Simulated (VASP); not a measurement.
# PbS (I4mm) in VASP: relaxation of cell and atoms with PBE

Aim: the relaxation of cell and atoms of PbS with PBE.

All numbers are computed with VASP 6.6.1; they aren't measurements. Logs are shortened: lines on timing, memory, paths and dates and some standing lists are left out, and cuts for length are marked.

### 1 The cell of the first run

The structure is tetragonal, space group I4mm (No. 107). Conventional cell: a = 4.250 Å, b = 4.250 Å, c = 6.010 Å, α = 90.00°, β = 90.00°, γ = 90.00°. Pb (site symmetry 4mm) has 6 S at 2.99 to 3.02 Å within 3.9 Å. Within 3.9 Å of S (site symmetry 4mm) lie 6 Pb at 2.99 to 3.02 Å.

### 2 Relaxation of cell and atoms, PBE

INCAR reads:

```
PREC = Accurate
ENCUT = 500
EDIFF = 1E-7
ISMEAR = 0
SIGMA = 0.01
LREAL = F
LASPH = T
NELM = 120
ALGO = Normal
ISIF = 3
LWAVE = F
LCHARG = F
GGA = PE
IBRION = 2
NSW = 80
EDIFFG = -0.001
GGA_COMPAT = F
NELMIN = 4
```

KPOINTS reads:

```
Automatic mesh
0
Gamma
  12 12 12
```

POSCAR reads:

```
PbS
1.0
   -2.1249249151      2.1249249151      3.0052256439
    2.1249249151     -2.1249249151      3.0052256439
    2.1249249151      2.1249249151     -3.0052256439
Pb S
1 1
Direct
    0.5010137311      0.5010137311      0.0000000000
    0.9989970460      0.9989970460      0.0000000000
```

Potentials or basis: VASP PAW PBE potentials, release 64 (Pb_d, S).

Started as:

```
$ cat potpaw_PBE.64/Pb_d/POTCAR potpaw_PBE.64/S/POTCAR > POTCAR
$ mpirun -np 1 vasp_std > vasp.out
```

OUTCAR:

```text
PREC = Accurate
   ENCUT = 500
   EDIFF = 1E-7
   ISMEAR = 0
   LREAL = F
   LASPH = T
   NELM = 120
   ISIF = 3
   GGA = PE
   IBRION = 2
   NSW = 80
   EDIFFG = -0.001
   NELMIN = 4

 ion  position               nearest neighbor table
   1  0.501  0.501  0.000-   2 2.99   2 3.01   2 3.01   2 3.01   2 3.01   2 3.02
   2  0.999  0.999  0.000-   1 2.99   1 3.01   1 3.01   1 3.01   1 3.01   1 3.02

  LATTYP: Found a body centered tetragonal cell.
 ALAT       =     4.2498498302
 C/A-ratio  =     1.4142738045

  Lattice vectors:

 A1 = (  -2.1249249151,   2.1249249151,   3.0052256439)
 A2 = (   2.1249249151,  -2.1249249151,   3.0052256439)
 A3 = (   2.1249249151,   2.1249249151,  -3.0052256439)

Analysis of symmetry for initial positions (statically):
=====================================================================
 Subroutine PRICEL returns:
 Original cell was already a primitive cell.

 Routine SETGRP: Setting up the symmetry group for a
 body centered tetragonal supercell.

 Subroutine GETGRP returns: Found  8 space group operations
 (whereof  8 operations were pure point group operations)
 out of a pool of 16 trial point group operations.

The static configuration has the point symmetry C_4v.

Analysis of symmetry for dynamics (positions and initial velocities):
=====================================================================
 Subroutine PRICEL returns:
 Original cell was already a primitive cell.

 Routine SETGRP: Setting up the symmetry group for a
 body centered tetragonal supercell.

 Subroutine GETGRP returns: Found  8 space group operations
 (whereof  8 operations were pure point group operations)
 out of a pool of 16 trial point group operations.

The dynamic configuration has the point symmetry C_4v.

 Subroutine INISYM returns: Found  8 space group operations
 (whereof  8 operations are pure point group operations),
 and found     1 'primitive' translations

----------------------------------------------------------------------------------------

                                     Primitive cell

  volume of cell :      54.2781

  direct lattice vectors                    reciprocal lattice vectors
    -2.124924915  2.124924915  3.005225644     0.000000000  0.235302432  0.166376858
     2.124924915 -2.124924915  3.005225644     0.235302432  0.000000000  0.166376858
     2.124924915  2.124924915 -3.005225644     0.235302432  0.235302432  0.000000000

  length of vectors
     4.249940348  4.249940348  4.249940348     0.288181355  0.288181355  0.332767890

  position of ions in fractional coordinates (direct lattice)
     0.501013731  0.501013731  0.000000000
     0.998997046  0.998997046  0.000000000

  ion indices of the primitive-cell ions
   primitive index   ion index
                 1           1
                 2           2

----------------------------------------------------------------------------------------

 KPOINTS: Automatic mesh

Automatic generation of k-mesh.
 Grid dimensions read from file:
 generate k-points for:   12   12   12

 Generating k-lattice:

  Cartesian coordinates                     Fractional coordinates (reciprocal lattice)
     0.000000000  0.019608536  0.013864738     0.083333333  0.000000000 -0.000000000
     0.019608536  0.000000000  0.013864738     0.000000000  0.083333333 -0.000000000
     0.019608536  0.019608536  0.000000000     0.000000000  0.000000000  0.083333333

  Length of vectors
     0.024015113  0.024015113  0.027730658

  Shift w.r.t. Gamma in fractional coordinates (k-lattice)
     0.000000000  0.000000000  0.000000000

 Subroutine IBZKPT returns following result:
 ===========================================

 Found    163 irreducible k-points:

 Following reciprocal coordinates:
            Coordinates               Weight
  0.000000  0.000000  0.000000      1.000000
  0.083333  0.000000 -0.000000      8.000000
  0.166667  0.000000 -0.000000      8.000000
  0.250000  0.000000 -0.000000      8.000000
  0.333333  0.000000 -0.000000      8.000000
  0.416667  0.000000 -0.000000      8.000000
[... 16 lines left out ...]
  0.500000  0.166667 -0.000000     16.000000
 -0.416667  0.166667 -0.000000     16.000000
 [... further k-points ...]
   k-points           NKPTS =    163   k-points in BZ     NKDIM =    163   number of bands    NBANDS=     14
   number of dos      NEDOS =    301   number of ions     NIONS =      2
   total plane-waves  NPLWV =  32768
   dimension x,y,z NGX =    32 NGY =   32 NGZ =   32
   dimension x,y,z NGXF=    64 NGYF=   64 NGZF=   64
   ions per type =               1   1
   NGX,Y,Z   is equivalent  to a cutoff of  12.52, 12.52, 12.52 a.u.
   NGXF,Y,Z  is equivalent  to a cutoff of  25.04, 25.04, 25.04 a.u.
 SYSTEM =  unknown system
   PREC   = accura    normal or accurate (medium, high low for compatibility)
   ISTART =      0    job   : 0-new  1-cont  2-samecut
   ICHARG =      2    charge: 1-file 2-atom 10-const
   ISPIN  =      1    spin polarized calculation?
   LNONCOLLINEAR =      F non collinear calculations
   LSORBIT =      F    spin-orbit coupling
   LASPH  =      T    aspherical Exc in radial PAW
   ENCUT  =  500.0 eV  36.75 Ry    6.06 a.u.   7.75  7.75  7.75*2*pi/ulx,y,z
   NELM   =    120;   NELMIN=  4; NELMDL= -5     # of ELM steps
   EDIFF  = 0.1E-06   stopping-criterion for ELM
   LREAL  =      F    real-space projection
   EDIFFG = -.1E-02   stopping-criterion for IOM
   NSW    =     80    number of steps for IOM
   IBRION =      2    ionic relax: 0-MD 1-quasi-New 2-CG
   NFREE  =      1    steps in history (QN), initial steepest desc. (CG)
   ISIF   =      3    stress and relaxation
   ISYM   =      2    0-nonsym 1-usesym 2-fastsym
   POTIM  = 0.5000    time-step for ionic-motion
   TEBEG  =    0.0;   TEEND  =   0.0 temperature during run
   PSTRESS=    0.0 pullay stress
   NELECT =      20.0000    total number of electrons
   NUPDOWN=      -1.0000    fix difference up-down
   EMIN   =  10.00;   EMAX   =-10.00  energy-range for DOS
   EFERMI =   0.00;   METHOD = LEGACY
   ISMEAR =     0;   SIGMA  =   0.01  broadening in eV -4-tet -1-fermi 0-gaus
   EFERMI_NEDOS =   21; number of points for ismear=-14 and -15
   IALGO  =     38    algorithm
   IMIX   =      4    mixing-type and parameters
     AMIX     =   0.40;   BMIX     =  1.00
     AMIX_MAG =   1.60;   BMIX_MAG =  1.00
  volume/ion in A,a.u.               =      27.14       183.14
  Fermi-wavevector in a.u.,A,eV,Ry     =   1.173663  2.217901 18.741819  1.377485
  Thomas-Fermi vector in A             =   2.310072
   LORBIT       =      0    0 simple, 1 ext, 2 COOP (PROOUT), +10 PAW based schemes
   GGA     = PE    functional components
   LHFCALC =     F    Hartree Fock is set to
   AEXX    =    0.0000 exact exchange contribution
   IVDW    =     0    specifies the selected vdW correction
   LEPSILON=     F    determine dielectric tensor
   LRPA    =     F    only Hartree local field effects (RPA)
 conjugate gradient relaxation of ions
 non-spin polarized calculation
 Gauss-broadening in eV      SIGMA  =   0.01
  energy-cutoff  :      500.00
  volume of cell :       54.28
 maximum number of plane-waves:      1411
   NGX = 15   NGY = 15   NGZ = 15

--------------------------------------- Ionic step        1  -------------------------------------------

 number of electron      20.0000003 magnetization

 Free energy of the ion-electron system (eV)
  ---------------------------------------------------
  ext. energy  EPLUGINS =         0.00000000
  ---------------------------------------------------
  free energy    TOTEN  =        -8.76937063 eV

  energy without entropy =       -8.76937063  energy(sigma->0) =       -8.76937063

------------------------ aborting loop because EDIFF is reached ----------------------------------------

  FORCE on cell =-STRESS in cart. coord.  units (eV):
  Direction    XX          YY          ZZ          XY          YZ          ZX
  --------------------------------------------------------------------------------------
  -------------------------------------------------------------------------------------
  Total       -0.0323006     -0.0323006     -0.0321857      0.0000000      0.0000000      0.0000000
  in kB       -0.9534479     -0.9534479     -0.9500568      0.0000000      0.0000000      0.0000000
  external PRESSURE =      -0.9523175 kB  Pullay stress =       0.0000000 kB
[... 273 lines left out ...]
  energy  without entropy=       -8.7694119077  energy(sigma->0) =       -8.76941191

--------------------------------------- Ionic step        9  -------------------------------------------

 number of electron      20.0000003 magnetization

 Free energy of the ion-electron system (eV)
  ---------------------------------------------------
  ext. energy  EPLUGINS =         0.00000000
  ---------------------------------------------------
  free energy    TOTEN  =        -8.76941643 eV

  energy without entropy =       -8.76941643  energy(sigma->0) =       -8.76941643

 E-fermi :   5.4134     XC(G=0):  -9.5059

 val. band max:        5.2982341976   @ k =   0.5000   0.0000  -0.0000
 cond. band min:       5.7932053267   @ k =   0.5000   0.0000  -0.0000
 fundamental gap:      0.4949711291
 Fermi energy:         5.4133793988

 k-point     1 :       0.0000    0.0000    0.0000
  band No.  band energies     occupation
      1     -11.4327      2.00000
      2     -11.4327      2.00000
      3     -11.4327      2.00000
      4     -11.4154      2.00000
      5     -11.4154      2.00000
      6      -7.9284      2.00000
      7      -0.7683      2.00000
      8       3.3477      2.00000
      9       3.3477      2.00000
     10       3.3479      2.00000
     11      10.4355      0.00000
     12      10.4361      0.00000
     13      10.4361      0.00000
     14      12.1604      0.00000
[... 375 lines left out ...]
 k-point    24 :      -0.4167    0.1667   -0.0000
  band No.  band energies     occupation
      1     -11.4628      2.00000
      2     -11.4313      2.00000
      3     -11.4263      2.00000
      4     -11.4044      2.00000
      5     -11.3895      2.00000
      6      -6.9021      2.00000
      7      -2.6788      2.00000
      8       2.8358      2.00000
      9       2.9971      2.00000
     10       3.8511      2.00000
     11       7.3862      0.00000
     12       8.7832      0.00000
     13       8.8087      0.00000
     14      11.8608      0.00000

 [... further k-points ...]

------------------------ aborting loop because EDIFF is reached ----------------------------------------

  FORCE on cell =-STRESS in cart. coord.  units (eV):
  Direction    XX          YY          ZZ          XY          YZ          ZX
  --------------------------------------------------------------------------------------
  -------------------------------------------------------------------------------------
  Total        0.0016953      0.0016953      0.0005498      0.0000000      0.0000000      0.0000000
  in kB        0.0501365      0.0501365      0.0162601      0.0000000      0.0000000      0.0000000
  external PRESSURE =       0.0388444 kB  Pullay stress =       0.0000000 kB
[... 17 lines left out ...]
  FREE ENERGIE OF THE ION-ELECTRON SYSTEM (eV)
  ---------------------------------------------------
  free  energy   TOTEN  =        -8.7694164281 eV

  energy  without entropy=       -8.7694164281  energy(sigma->0) =       -8.76941643

 reached required accuracy - stopping structural energy minimisation
```

It took 9.3 min on 1 thread of Oxide Virtual Turin-like, shared host; peak memory 0.24 GiB.

What came out:

| Item | Value |
| --- | --- |
| Free energy | -8.7694 eV |
| Relaxed volume | 27.09 Å³/atom |
| Relaxed cell | a = 4.247 Å, b = 4.247 Å, c = 4.247 Å, α = 120.00°, β = 120.00°, γ = 90.00° |
| Space group after relaxing (to 0.1 Å) | Fm-3m (No. 225) |
| Energy gained by relaxing | 0.0 meV/atom |
| Ionic steps | 9 |
| Pressure after relaxing | 0.0 GPa |
| Band gap on the k mesh | 0.49 eV |

Final structure:
```
CELL_PARAMETERS angstrom
-2.12358 2.12358 3.00329
2.12358 -2.12358 3.00329
2.12358 2.12358 -3.00329
ATOMIC_POSITIONS crystal
Pb 0.50012 0.50012 0.00000
S 0.99989 0.99989 0.00000
```

Levels at points of the mesh, in eV from the valence-band top:
```csv
k point,band 8,band 9,band 10,band 11,band 12,band 13
"(0.00, 0.00, 0.00)",-1.95,-1.95,-1.95,5.14,5.14,5.14
"(0.50, 0.00, 0.00)",-1.59,-1.59,0.00,0.50,2.08,2.08
"(0.50, 0.50, 0.00)",-4.84,-3.16,-3.16,4.06,5.49,5.58
"(0.50, 0.50, 0.50)",-4.84,-3.16,-3.16,4.06,5.49,5.58
```

Caveat: spin-orbit coupling is left out, which moves the levels of the heavy elements.
